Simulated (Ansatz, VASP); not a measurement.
# One calculation of MoS2, two programs

Contents of INCAR:

```
SYSTEM = MoS2
  PREC = Accurate
  ENCUT = 600
  EDIFF = 1E-6
  ISMEAR = 0
  SIGMA = 0.02
  LREAL = .FALSE.
  LASPH = .TRUE.
  NELM = 100
  ALGO = Normal
  ISIF = 3
  LWAVE = .FALSE.
  LCHARG = .FALSE.
  GGA = PE
  IBRION = 2
  NSW = 70
  EDIFFG = -0.005
```

Contents of KPOINTS:

```
regular mesh
0
G
  12 12 4
  0 0 0
```

The input POSCAR:

```
MoS2
1.0
    3.1491697115      0.0000000000      0.0000000000
   -1.5745848558      2.7272609710      0.0000000000
    0.0000000000      0.0000000000     12.0898517008
Mo S
2 4
Direct
    0.3333333333      0.6666666667      0.2500000000
    0.6666666667      0.3333333333      0.7500000000
    0.3333333333      0.6666666667      0.6204901692
    0.6666666667      0.3333333333      0.1204901692
    0.3333333333      0.6666666667      0.8795098308
    0.6666666667      0.3333333333      0.3795098308
```

Input for Ansatz:

```yaml
crystal:
  lattice:
    - [3.1491697115, 0.0, 0.0]
    - [-1.5745848558, 2.727260971, 0.0]
    - [0.0, 0.0, 12.0898517008]
  atoms:
    - { symbol: Mo, position: [0.3333333333, 0.6666666667, 0.25] }
    - { symbol: Mo, position: [0.6666666667, 0.3333333333, 0.75] }
    - { symbol: S, position: [0.3333333333, 0.6666666667, 0.6204901692] }
    - { symbol: S, position: [0.6666666667, 0.3333333333, 0.1204901692] }
    - { symbol: S, position: [0.3333333333, 0.6666666667, 0.8795098308] }
    - { symbol: S, position: [0.6666666667, 0.3333333333, 0.3795098308] }
basis:
  ecutwfc: 420
kpoints:
  mp_grid: { grid: [12, 12, 4] }
hamiltonian:
  xc: pbe
scf:
  occupations: { method: gaussian, width: 0.02 }
output:
  forces: true
  stress: true
  eigenvalues: true
relax:
  adjacent_minimum: "off"
  f_tol: 0.005
  max_steps: 50
  cell: { stress_tol: 0.05 }
```

Alike in both runs: task relaxation of cell and atoms; functional PBE; k mesh 12 × 12 × 4; occupations gaussian, width 0.02 eV; no spin polarisation.

```csv
,VASP,Ansatz
version,VASP 6.6.1,Ansatz 0.2.0
potentials or method,"VASP PAW PBE potentials, release 64 (Mo_sv, S), cutoff 600 eV","scalar-relativistic, plane waves, PAW"
valence electrons in the cell,52,52
```

|  | VASP | Ansatz | Ansatz less VASP |
| --- | --- | --- | --- |
| gap on the k mesh at the Fermi level, each at its own relaxed structure (eV) | 1.38 | 1.43 | +0.052 |
| relaxed volume (Å³/atom) | 20.74 | 21.54 | +0.794 |
| relaxed cell length with the largest relative difference (Å) | 14.171 | 14.707 | +0.5363 |

Noted on VASP's run: the volume moved by over 15 % at a fixed basis, so the end points are rough.
